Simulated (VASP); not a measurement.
Input of a VASP 6.6.1 run:

File INCAR:

```
SYSTEM = MoS2
PREC = Accurate
ENCUT = 520
EDIFF = 1E-6
ISMEAR = 0
SIGMA = 0.05
LREAL = .False.
LASPH = .True.
NELM = 150
ALGO = Normal
ISIF = 2
LWAVE = .False.
LCHARG = .False.
ISPIN = 2
MAGMOM = 0.05 0 0
LORBIT = 11
LMAXMIX = 4
GGA = PE
NBANDS = 24
```

KPOINTS

```
Automatic mesh
0
Gamma
  12 12 6
  0 0 0
```

Contents of POSCAR:

```
MoS2
1.0
    3.1962602273      0.0000000000      0.0000000000
   -1.5981301137      2.7680425540      0.0000000000
    0.0000000000      0.0000000000      7.0299706232
Mo S
1 2
Direct
    0.0000000000      0.0000000000      0.0000000000
    0.3333333333      0.6666666667      0.2250757110
    0.6666666667      0.3333333333      0.7749242890
```

Potentials or basis: VASP PAW PBE potentials, release 64 (Mo_sv, S).

The run is started by

```bash
$ cat potpaw_PBE.64/Mo_sv/POTCAR potpaw_PBE.64/S/POTCAR > POTCAR
$ mpirun -np 1 vasp_std > vasp.out
```

Question: What does it give for the net moment?

Answer: 0.00 μB per cell.

Question: Predict the largest force.

Answer: 0.003 eV/Å.

Question: What does it give for the band gap on the k mesh?

Answer: Zero (filled and empty bands overlap).

Question: Predict the pressure.

Answer: -0.2 GPa.

Stress tensor (GPa, compression positive):
```
-0.27  0.00  0.00
 0.00 -0.27  0.00
 0.00  0.00 -0.17
```

Caveat: this functional lacks dispersion, which binds layers or chains, so the pressure and a relaxed spacing across them are unreliable.
